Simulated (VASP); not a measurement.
Write the native input for VASP 6.6.1 that does the following.

```yaml
Task: single point
Functional: PBEsol
Potentials_or_basis: VASP PAW PBE potentials, release 64 (W_sv, S)
Cutoff: 520 eV
k_mesh: 10 × 10 × 3
Occupations: fermi-dirac, width 0.05 eV
Spin: no spin polarisation
Dipole_correction: no
Further_INCAR_settings: ALGO = Normal; EDIFF = 1e-06; NBANDS = 35
```

The structure of WS2 lies in POSCAR:

```
WS2
1.0
    2.9744395030      0.0000000000      0.0000000000
   -1.4872197515      2.5759401716      0.0000000000
    0.0000000000      0.0000000000     10.8178784454
W S
2 4
Direct
    0.6666666667      0.3333333333      0.7500000000
    0.3333333333      0.6666666667      0.2500000000
    0.6666666667      0.3333333333      0.3968047412
    0.3333333333      0.6666666667      0.8968047412
    0.6666666667      0.3333333333      0.1031952588
    0.3333333333      0.6666666667      0.6031952588
```

These files were run (other wordings do the same):

INCAR

```
SYSTEM = WS2
  PREC = Accurate
  ENCUT = 520
  EDIFF = 1E-6
  ISMEAR = -1
  SIGMA = 0.05
  LREAL = .False.
  LASPH = .True.
  NELM = 60
  ALGO = Normal
  ISIF = 2
  LWAVE = .False.
  LCHARG = .False.
  GGA = PS
  NBANDS = 35
```

KPOINTS

```
Automatic mesh
0
Gamma
  10 10 3
  0 0 0
```

Potentials or basis: VASP PAW PBE potentials, release 64 (W_sv, S).

The run is started by

```console
$ cat potpaw_PBE.64/W_sv/POTCAR potpaw_PBE.64/S/POTCAR > POTCAR
$ mpirun -np 1 vasp_std > vasp.out
```

It gave:

```yaml
Pressure: 30.3 GPa
Largest_force: 0.010 eV/Å
Band_gap_on_the_k_mesh: zero (bands 26 and 27 overlap by 0.06 eV)
```

Caveat: the cell stands under pressure; the PAW data sets were made with another functional, which shifts forces and pressure a little; spin-orbit coupling is left out, which moves the levels of the heavy elements.

It took 38 s on 1 thread of AMD EPYC 9R45 96-Core Processor (Zen 5), with other jobs on the host, peak memory 0.2 GiB.
